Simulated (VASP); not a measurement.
# FePtS3 (Pm-3m) in VASP: single point with PBE

Aim: the single point of FePtS3 with PBE.

All numbers are computed with VASP 6.6.1; they aren't measurements. Logs are shortened: lines on timing, memory, paths and dates and some standing lists are left out, and cuts for length are marked.

## Step 1: The cell of the first run

Symmetry: Pm-3m, No. 221, cubic system. The conventional cell has a = 4.395 Å, b = 4.395 Å, c = 4.395 Å, α = 90.00°, β = 90.00°, γ = 90.00°. Fe (site symmetry m-3m) has 6 S at 2.20 Å within 2.9 Å. Within 4.1 Å of Pt (site symmetry m-3m) lie 12 S at 3.11 Å and 8 Fe at 3.81 Å. Within 2.9 Å of S (site symmetry 4/mmm) lie 2 Fe at 2.20 Å.

The cell was built from a structure type or drawn by symmetry, and may not be a known phase.

## Step 2: Single point, PBE, collinear spin, ferromagnetic start

File INCAR:

```
PREC = Accurate
ENCUT = 520
EDIFF = 1E-6
ISMEAR = 0
SIGMA = 0.1
LREAL = F
LASPH = T
NELM = 150
ALGO = Normal
ISIF = 2
LWAVE = F
LCHARG = T
ISPIN = 2
MAGMOM = 1.98 0 0.16 0.16 0.16
LORBIT = 11
LMAXMIX = 4
GGA = PE
LELF = T
LVHAR = T
NBANDS = 30
```

File KPOINTS:

```
regular mesh
0
Gamma
  8 8 8
```

File POSCAR:

```
FePtS3
1.0
    4.3945850026      0.0000000000      0.0000000000
    0.0000000000      4.3945850026      0.0000000000
    0.0000000000      0.0000000000      4.3945850026
Fe Pt S
1 1 3
Direct
    0.5000000000      0.5000000000      0.5000000000
    0.0000000000      0.0000000000      0.0000000000
    0.5000000000      0.5000000000      0.0000000000
    0.5000000000      0.0000000000      0.5000000000
    0.0000000000      0.5000000000      0.5000000000
```

Potentials or basis: VASP PAW PBE potentials, release 64 (Fe, Pt, S).

Launch:

```console
$ cat potpaw_PBE.64/Fe/POTCAR potpaw_PBE.64/Pt/POTCAR potpaw_PBE.64/S/POTCAR > POTCAR
$ mpirun -np 1 vasp_std > vasp.out
```

OUTCAR:

```text
PREC = Accurate
   ENCUT = 520
   EDIFF = 1E-6
   ISMEAR = 0
   LREAL = F
   LASPH = T
   NELM = 150
   ISIF = 2
   ISPIN = 2
   LORBIT = 11
   GGA = PE

 ion  position               nearest neighbor table
   1  0.500  0.500  0.500-   3 2.20   4 2.20   5 2.20   3 2.20   4 2.20   5 2.20
   2  0.000  0.000  0.000-   3 3.11   4 3.11   5 3.11   4 3.11   5 3.11   3 3.11   5 3.11   5 3.11
                             3 3.11   4 3.11   4 3.11   3 3.11
   3  0.500  0.500  0.000-   1 2.20   1 2.20   2 3.11   2 3.11   2 3.11   2 3.11
   4  0.500  0.000  0.500-   1 2.20   1 2.20   2 3.11   2 3.11   2 3.11   2 3.11
   5  0.000  0.500  0.500-   1 2.20   1 2.20   2 3.11   2 3.11   2 3.11   2 3.11

  LATTYP: Found a simple cubic cell.
 ALAT       =     4.3945850026

  Lattice vectors:

 A1 = (   4.3945850026,   0.0000000000,   0.0000000000)
 A2 = (   0.0000000000,   4.3945850026,   0.0000000000)
 A3 = (   0.0000000000,   0.0000000000,   4.3945850026)

Analysis of symmetry for initial positions (statically):
=====================================================================
 Subroutine PRICEL returns:
 Original cell was already a primitive cell.

 Routine SETGRP: Setting up the symmetry group for a
 simple cubic supercell.

 Subroutine GETGRP returns: Found 48 space group operations
 (whereof 48 operations were pure point group operations)
 out of a pool of 48 trial point group operations.

The static configuration has the point symmetry O_h .

Analysis of symmetry for dynamics (positions and initial velocities):
=====================================================================
 Subroutine PRICEL returns:
 Original cell was already a primitive cell.

 Routine SETGRP: Setting up the symmetry group for a
 simple cubic supercell.

 Subroutine GETGRP returns: Found 48 space group operations
 (whereof 48 operations were pure point group operations)
 out of a pool of 48 trial point group operations.

The dynamic configuration has the point symmetry O_h .

Analysis of structural, dynamic, and magnetic symmetry:
=====================================================================
 Subroutine PRICEL returns:
 Original cell was already a primitive cell.

 Routine SETGRP: Setting up the symmetry group for a
 simple cubic supercell.

 Subroutine GETGRP returns: Found 48 space group operations
 (whereof 48 operations were pure point group operations)
 out of a pool of 48 trial point group operations.

The overall configuration has the point symmetry O_h .

 Subroutine INISYM returns: Found 48 space group operations
 (whereof 48 operations are pure point group operations),
[... 129 lines left out ...]
   AEXX    =    0.0000 exact exchange contribution
   IVDW    =     0    specifies the selected vdW correction
   LEPSILON=     F    determine dielectric tensor
   LRPA    =     F    only Hartree local field effects (RPA)
 spin polarized calculation
 Gauss-broadening in eV      SIGMA  =   0.10
  energy-cutoff  :      520.00
  volume of cell :       84.87
 maximum number of plane-waves:      2320
 NGX is ok and might be reduce to    36
   NGX = 17   NGY = 17   NGZ = 17

 number of electron      36.0000001 magnetization       2.6694300

 Free energy of the ion-electron system (eV)
  ---------------------------------------------------
  ext. energy  EPLUGINS =         0.00000000
  ---------------------------------------------------
  free energy    TOTEN  =       -23.17191503 eV

  energy without entropy =      -23.14047210  energy(sigma->0) =      -23.15619356

 E-fermi :   6.2322     XC(G=0): -11.0693

 val. band max:        6.2251503805   @ k =   0.5000   0.1250   0.1250
 cond. band min:       6.2535100578   @ k =   0.5000   0.3750   0.2500
 fundamental gap:      0.0283596773
 Fermi energy:         6.2321512131

 spin component 1

 k-point     1 :       0.0000    0.0000    0.0000
  band No.  band energies     occupation
      1      -8.9886      1.00000
      2      -6.2609      1.00000
      3      -6.2609      1.00000
      4       0.6861      1.00000
      5       0.6861      1.00000
      6       0.6861      1.00000
[... 781 lines left out ...]
     29      15.5565      0.00000
     30      16.6601      0.00000

 [... further k-points ...]

 spin component 2

 k-point     1 :       0.0000    0.0000    0.0000
  band No.  band energies     occupation
      1      -8.7719      1.00000
      2      -5.9724      1.00000
      3      -5.9724      1.00000
      4       0.8424      1.00000
      5       0.8424      1.00000
      6       0.8424      1.00000
[... 781 lines left out ...]
     29      15.7493      0.00000
     30      16.8726      0.00000

 [... further k-points ...]
[... 5 lines left out ...]
  --------------------------------------------------------------------------------------
  -------------------------------------------------------------------------------------
  Total        0.0143398      0.0143398      0.0143398     -0.0000000     -0.0000000      0.0000000
  in kB        0.2707076      0.2707076      0.2707076     -0.0000000     -0.0000000      0.0000000
  external PRESSURE =       0.2707076 kB  Pullay stress =       0.0000000 kB

 VOLUME and BASIS-vectors are now :
 -----------------------------------------------------------------------------
  energy-cutoff  :      520.00
  volume of cell :       84.87
      direct lattice vectors                 reciprocal lattice vectors
     4.394585003  0.000000000  0.000000000     0.227552772  0.000000000  0.000000000
     0.000000000  4.394585003  0.000000000     0.000000000  0.227552772  0.000000000
     0.000000000  0.000000000  4.394585003     0.000000000  0.000000000  0.227552772

 POSITION                                       TOTAL-FORCE (eV/Angst)
 -----------------------------------------------------------------------------------
      2.19729      2.19729      2.19729         0.000000      0.000000      0.000000
      0.00000      0.00000      0.00000         0.000000      0.000000      0.000000
      2.19729      2.19729      0.00000         0.000000      0.000000      0.000000
      2.19729      0.00000      2.19729         0.000000      0.000000      0.000000
      0.00000      2.19729      2.19729         0.000000      0.000000      0.000000
 -----------------------------------------------------------------------------------
    total drift:                                0.000000      0.000000      0.000000

  FREE ENERGIE OF THE ION-ELECTRON SYSTEM (eV)
  ---------------------------------------------------
  free  energy   TOTEN  =       -23.1719150292 eV

  energy  without entropy=      -23.1404720995  energy(sigma->0) =      -23.15619356

 total charge

# of ion       s       p       d       tot
------------------------------------------
    1        0.445   0.650   6.465   7.561
    2        0.453   0.155   8.069   8.677
    3        1.389   2.217   0.000   3.606
    4        1.389   2.217   0.000   3.606
    5        1.389   2.217   0.000   3.606
--------------------------------------------------
tot          5.064   7.457  14.534  27.056

 magnetization (x)

# of ion       s       p       d       tot
------------------------------------------
    1        0.016   0.010   1.753   1.779
    2       -0.016   0.011   0.152   0.146
    3        0.016   0.141   0.000   0.156
    4        0.016   0.141   0.000   0.156
    5        0.016   0.141   0.000   0.156
--------------------------------------------------
tot          0.046   0.443   1.905   2.394
```

OSZICAR:

```text
N       E                     dE             d eps       ncg     rms          rms(c)
DAV:   1     0.249428100930E+03    0.24943E+03   -0.15314E+04  4208   0.114E+03
DAV:   2    -0.258183273146E+01   -0.25201E+03   -0.23249E+03  4472   0.265E+02
[... 12 lines left out ...]
DAV:  15    -0.231723745568E+02    0.10745E-03   -0.33498E-04  6456   0.217E-01    0.361E-01
DAV:  16    -0.231720429537E+02    0.33160E-03   -0.25457E-04  6458   0.171E-01    0.191E-01
DAV:  17    -0.231719341509E+02    0.10880E-03   -0.13300E-04  6496   0.147E-01    0.821E-02
DAV:  18    -0.231719190783E+02    0.15073E-04   -0.19772E-05  6464   0.468E-02    0.427E-02
DAV:  19    -0.231719153877E+02    0.36906E-05   -0.52815E-06  4662   0.289E-02    0.156E-02
DAV:  20    -0.231719150292E+02    0.35847E-06   -0.10151E-06  2814   0.800E-03
   1 F= -.23171915E+02 E0= -.23156194E+02  d E =-.314429E-01  mag=     2.6696
```

It took 3.2 min on 1 thread of Intel Xeon Platinum 8259CL at 2.50GHz (Skylake/Cascade Lake), shared host; peak memory 0.33 GiB.

What came out:

```
Free energy                                           : -23.1719 eV
Pressure                                              : 0.0 GPa
Net moment                                            : 2.67 μB per cell
Site moments                                          : Fe +1.78; Pt +0.15; S +0.16 μB
Valence electrons inside the program's atomic spheres : Fe 7.56; Pt 8.68; S 3.61
```

Caveat: spin-orbit coupling is left out, which moves the levels of the heavy elements; a cell with one magnetic atom can't hold antiferromagnetic order, which such compounds often take. With open d or f shells a metallic result of PBE can be an artefact of self-interaction; +U or a hybrid may open a gap.
